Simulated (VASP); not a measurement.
A run of VASP 6.6.1 is set up as follows.

File INCAR:

```
SYSTEM = Ti6HO
PREC = Accurate ; ENCUT = 520
EDIFF = 1E-6 ; ISMEAR = 0
SIGMA = 0.1 ; LREAL = .FALSE.
LASPH = .TRUE. ; NELM = 60
ALGO = Normal ; ISIF = 2
LWAVE = .FALSE. ; LCHARG = .FALSE.
LDIPOL = .TRUE. ; IDIPOL = 3
DIPOL = 0.5 0.5 0.488 ; GGA = PS
NBANDS = 50
```

Contents of KPOINTS:

```
regular mesh
0
G
  10 7 1
  0 0 0
```

Contents of POSCAR:

```
Ti6HO
1.0
    2.8679135959      0.0000000000      0.0000000000
    0.0000000000      4.0558423031      0.0000000000
    0.0000000000      0.0000000000     27.0497839898
Ti O H
6 1 1
Direct
    0.5000000000      0.5000000000      0.3142354113
    0.0000000000      0.0000000000      0.3672471766
    0.5000000000      0.5000000000      0.4202589418
    0.0344215202     -0.0000266692      0.4804314314
    0.5712861611      0.4999923665      0.5223385756
    0.3018918290      0.0000164155      0.5812058335
    0.3572093928      0.5000267671      0.6006809293
    0.6536008489      0.5000987652      0.6199925163
```

Potentials or basis: VASP PAW PBE potentials, release 64 (Ti_sv, O, H).

Command:

```sh
$ cat potpaw_PBE.64/Ti_sv/POTCAR potpaw_PBE.64/O/POTCAR potpaw_PBE.64/H/POTCAR > POTCAR
$ mpirun -np 1 vasp_std > vasp.out
```

What does it give for the largest force?

0.685 eV/Å.

Forces on the atoms (eV/Å):
```
Ti   0.005  0.000  0.685
Ti  -0.027  0.000 -0.229
Ti   0.021  0.000 -0.441
Ti   0.004  0.001  0.002
Ti  -0.002  0.000 -0.030
Ti  -0.013  0.000 -0.016
O   -0.089  0.000 -0.039
H    0.101  0.000  0.067
```

Caveat: the PAW data sets were made with another functional, which shifts forces and pressure a little; an odd number of electrons without spin polarisation forces a metal; a magnetic or distorted state may lie lower.
